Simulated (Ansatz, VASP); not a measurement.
# Two plane-wave programs on Ba

```
CELL_PARAMETERS angstrom
1.93545 -3.65000 0.00000
1.93545 3.65000 0.00000
0.00000 0.00000 5.70000
ATOMIC_POSITIONS crystal
Ba 0.00000 0.00000 0.00000
```

Change from the starting cell: strain -0.0100 x Voigt [1, 0, 0, 0, 0, 0], atoms carried along.

Alike in both runs: task single point; functional PBE; dispersion D3(BJ); k mesh 14 × 14 × 8; occupations gaussian, width 0.15 eV; no spin polarisation.

|  | VASP | Ansatz |
| --- | --- | --- |
| version | VASP 6.6.1 | Ansatz 0.2.0 |
| potentials or method | VASP PAW PBE potentials, release 64 (Ba_sv), cutoff 520 eV | scalar-relativistic, plane waves, PAW |
| valence electrons in the cell | 10 | 10 |

|  | VASP | Ansatz | Ansatz less VASP |
| --- | --- | --- | --- |
| gap on the k mesh at the Fermi level (eV) | none | none | - |
| pressure (GPa) | 0.3 | 0.3 | -0.05 |
| traceless stress, the component that is largest in VASP (GPa) | -2.90 | -2.84 | +0.057 |

A gap of «none» marks a metal or a gap that the smearing closes.

Neither program's run includes spin-orbit coupling.
